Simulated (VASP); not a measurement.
Runs of VASP 6.6.1 on CdTe. The structure is that of space group I-4m2 (No. 119), or close to it. The cells are those of the table. 

```tsv
cell	gap on the mesh (eV)	pressure (GPa)
a = 4.465, b = 4.465, c = 4.533 Å, angles 59.5, 59.5, 61.0°, 2 atoms	0.68	(b)
a = 4.399, b = 4.399, c = 4.533 Å, angles 59.0, 59.0, 62.0°, 2 atoms	0.71	3.5
a = 4.432, b = 4.432, c = 4.533 Å, angles 59.2, 59.2, 61.5°, 2 atoms	(a)	2.6
a = 4.671, b = 4.671, c = 4.533 Å, angles 61.0, 61.0, 58.1°, 2 atoms	0.39	-2.2
```

Alike in all rows: task single point; level LDA; potentials or basis VASP PAW LDA potentials, release 64 (Cd, Te); no spin polarisation; k mesh 8 × 8 × 8; cutoff (eV) 520; smearing gaussian 0.05 eV.

Task: Estimate the missing entries.

Result: (a) 0.69; (b) 1.8.

Caveats: spin-orbit coupling is left out, which moves the levels of the heavy elements; the cell stands under pressure (at least some runs).

A k mesh can miss the band edges, and the runs leave out spin-orbit coupling on Cd, Te.
